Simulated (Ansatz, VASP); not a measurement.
## Ru: VASP beside Ansatz

```xyz
2
Lattice="2.6739 0.0000 0.0000 -1.3369 2.3157 0.0000 0.0000 0.0000 4.2264" Properties=species:S:1:pos:R:3 pbc="T T T"
Ru    0.0000    1.5438    1.0566
Ru    1.3369    0.7719    3.1698
```

Alike in both runs: task single point; functional LDA; k mesh 15 × 15 × 8; occupations gaussian, width 0.1 eV; no spin polarisation.

|  | VASP | Ansatz |
| --- | --- | --- |
| version | VASP 6.6.1 | Ansatz 0.2.0 |
| potentials or method | VASP PAW LDA potentials, release 64 (Ru_sv), cutoff 560 eV | scalar-relativistic, plane waves, PAW |
| valence electrons in the cell | 32 | 32 |

```csv
,VASP,Ansatz,Ansatz less VASP
gap on the k mesh at the Fermi level (eV),none,none,-
pressure (GPa),0.6,0.0,-0.56
"traceless stress, the component that is largest in VASP (GPa)",-0.07,-0.08,-0.009
```

LDA's correlation is that of Perdew and Zunger in VASP and of Perdew and Wang (1992) in Ansatz. A gap of «none» marks a metal or a gap that the smearing closes.
